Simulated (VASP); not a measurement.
Write the native input for VASP 6.6.1 that does the following.

- Task: single point
- Functional: PBEsol
- Potentials or basis: VASP PAW PBE potentials, release 64 (Ni)
- Cutoff: 520 eV
- k mesh: 22 × 22 × 22
- Occupations: gaussian, width 0.15 eV
- Spin: collinear spin, ferromagnetic start
- Starting moments: [0.81] μB
- Dipole correction: no
- Further INCAR settings: ALGO = Fast; EDIFF = 1e-06; NBANDS = 15

The structure of Ni lies in POSCAR:

```
Ni
1.0
    0.0000000000      1.8386680000      1.9093860000
    1.8386680000      0.0000000000      1.9093860000
    1.8386680000      1.8386680000      0.0000000000
Ni
1
Direct
    0.0000000000      0.0000000000      0.0000000000
```

This cell differs from its parent crystal: strain +0.040 along x and y, +0.080 along z.

The input as run:

INCAR

```
ALGO = Fast
EDIFF = 1E-6
ENCUT = 520
GGA = PS
ISIF = 2
ISMEAR = 0
ISPIN = 2
LASPH = True
LCHARG = True
LELF = True
LMAXMIX = 4
LORBIT = 11
LREAL = False
LVHAR = True
LWAVE = False
MAGMOM = 0.81
NBANDS = 15
NELM = 150
PREC = Accurate
SIGMA = 0.15
```

KPOINTS

```
k-points
0
Gamma
  22 22 22
```

Potentials or basis: VASP PAW PBE potentials, release 64 (Ni).

Launch:

```bash
$ cat potpaw_PBE.64/Ni/POTCAR > POTCAR
$ mpirun -np 1 vasp_std > vasp.out
```

It gave:

```yaml
Pressure: -29.0 GPa
Net_moment: 0.67 μB per cell
Site_moments: Ni +0.69 μB
Valence_electrons_inside_the_program's_atomic_spheres: Ni 9.06
```

Caveat: the cell differs from its parent crystal (strain +0.040 along x and y, +0.080 along z); the cell stands under tension; the PAW data sets were made with another functional, which shifts forces and pressure a little.

It took 2.4 min on 1 thread of AMD EPYC 9R45 96-Core Processor (Zen 5), on a shared host, peak memory 0.29 GiB.
